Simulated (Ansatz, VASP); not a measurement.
# Two plane-wave programs on Se

INCAR

```
  ALGO = Fast
  EDIFF = 1E-6
  ENCUT = 520
  GGA = PE
  ISIF = 2
  ISMEAR = 0
  LASPH = T
  LCHARG = F
  LREAL = F
  LWAVE = F
  NBANDS = 13
  NELM = 80
  PREC = Accurate
  SIGMA = 0.1
```

KPOINTS

```
k-points
0
Gamma
  16 16 10
```

POSCAR

```
Se
1.0
    1.3185187719     -4.2456381465      0.0000000000
    1.3185187719      4.2456381465      0.0000000000
    0.0000000000      0.0000000000      4.7064843113
Se
2
Direct
    0.9480346133      0.0519653867      0.2500000000
    0.0519653867      0.9480346133      0.7500000000
```

Input for Ansatz:

```yaml
crystal:
  lattice:
    - [1.3185187719, -4.2456381465, 0.0]
    - [1.3185187719, 4.2456381465, 0.0]
    - [0.0, 0.0, 4.7064843113]
  atoms:
    - { symbol: Se, position: [0.9480346133, 0.0519653867, 0.25] }
    - { symbol: Se, position: [0.0519653867, 0.9480346133, 0.75] }
basis:
  ecutwfc: 420
kpoints:
  mp_grid: { grid: [16, 16, 10] }
hamiltonian:
  xc: pbe
scf:
  occupations: { method: gaussian, width: 0.1 }
output:
  forces: true
  stress: true
  eigenvalues: true
```

Alike in both runs: task single point; functional PBE; k mesh 16 × 16 × 10; occupations gaussian, width 0.1 eV; no spin polarisation.

|  | VASP | Ansatz |
| --- | --- | --- |
| version | VASP 6.6.1 | Ansatz 0.2.0 |
| potentials or method | VASP PAW PBE potentials, release 64 (Se), cutoff 520 eV | scalar-relativistic, plane waves, PAW |
| valence electrons in the cell | 12 | 32 |

```csv
,VASP,Ansatz,Ansatz less VASP
gap on the k mesh at the Fermi level (eV),none,none,-
pressure (GPa),5.9,5.8,-0.08
"traceless stress, the component that is largest in VASP (GPa)",-4.84,-4.78,+0.061
rms of the force components (eV/Å),0.168,0.166,-0.0020
```

Atom by atom the forces differ by 0.002 eV/Å (rms over components). A gap of «none» marks a metal or a gap that the smearing closes. With one functional, cell and mesh, what is left measures potentials, basis and numerics. VASP's potentials hold 12 valence electrons a cell and Ansatz's 32, so a difference there can come from the potentials and not from the codes.
